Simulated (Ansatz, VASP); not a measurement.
SnO2 in VASP and in Ansatz

File INCAR:

```
SYSTEM = SnO2
PREC     = Accurate       ! precision mode
ENCUT    = 520            ! plane-wave cutoff, eV
EDIFF    = 1E-7           ! SCF threshold, eV
ISMEAR   = 0              ! smearing method
SIGMA    = 0.05           ! smearing width, eV
LREAL    = .False.        ! projectors in reciprocal space
LASPH    = .True.         ! aspherical terms in the spheres
NELM     = 100            ! most SCF steps
ALGO     = Normal         ! electronic algorithm
ISIF     = 2              ! what is computed and relaxed
LWAVE    = .False.        ! write WAVECAR
LCHARG   = .False.        ! write CHGCAR
GGA      = CA             ! functional
NBANDS   = 20             ! bands
```

File KPOINTS:

```
Automatic mesh
0
Gamma
  12 12 12
  0 0 0
```

File POSCAR:

```
SnO2
1.0
    1.6170930752      0.9336291223      5.0886281390
   -1.6170930752      0.9336291223      5.0886281390
    0.0000000000     -1.8672582446      5.0886281390
Sn O
1 2
Direct
    0.5000000000      0.5000000000      0.5000000000
    0.2371700000      0.2371700000      0.2371700000
    0.7628300000      0.7628300000      0.7628300000
```

Input for Ansatz:

```yaml
crystal:
  lattice:
    - [1.6170930752, 0.9336291223, 5.088628139]
    - [-1.6170930752, 0.9336291223, 5.088628139]
    - [0.0, -1.8672582446, 5.088628139]
  atoms:
    - { symbol: Sn, position: [0.5, 0.5, 0.5] }
    - { symbol: O, position: [0.23717, 0.23717, 0.23717] }
    - { symbol: O, position: [0.76283, 0.76283, 0.76283] }
basis:
  ecutwfc: 420
kpoints:
  mp_grid: { grid: [12, 12, 12] }
hamiltonian:
  xc: lda
scf:
  occupations: { method: gaussian, width: 0.05 }
output:
  forces: true
  stress: true
  eigenvalues: true
```

Change from the starting cell: strain +0.0600 x Voigt [0, 0, 1, 0, 0, 0], atoms carried along.

Alike in both runs: task single point; functional LDA; k mesh 12 × 12 × 12; occupations gaussian, width 0.05 eV; no spin polarisation.

|  | VASP | Ansatz |
| --- | --- | --- |
| version | VASP 6.6.1 | Ansatz 0.2.0 |
| potentials or method | VASP PAW LDA potentials, release 64 (Sn_d, O), cutoff 520 eV | scalar-relativistic, plane waves, PAW |
| valence electrons in the cell | 26 | 26 |

```csv
,VASP,Ansatz,Ansatz less VASP
gap on the k mesh at the Fermi level (eV),1.80,1.81,+0.007
least direct gap on the mesh (eV),1.93,1.93,+0.001
pressure (GPa),-12.1,-12.7,-0.60
"traceless stress, the component that is largest in VASP (GPa)",-0.11,0.25,+0.362
rms of the force components (eV/Å),0.641,0.668,+0.0274
```

LDA's correlation is that of Perdew and Zunger in VASP and of Perdew and Wang (1992) in Ansatz. Atom by atom the forces differ by 0.027 eV/Å (rms over components).
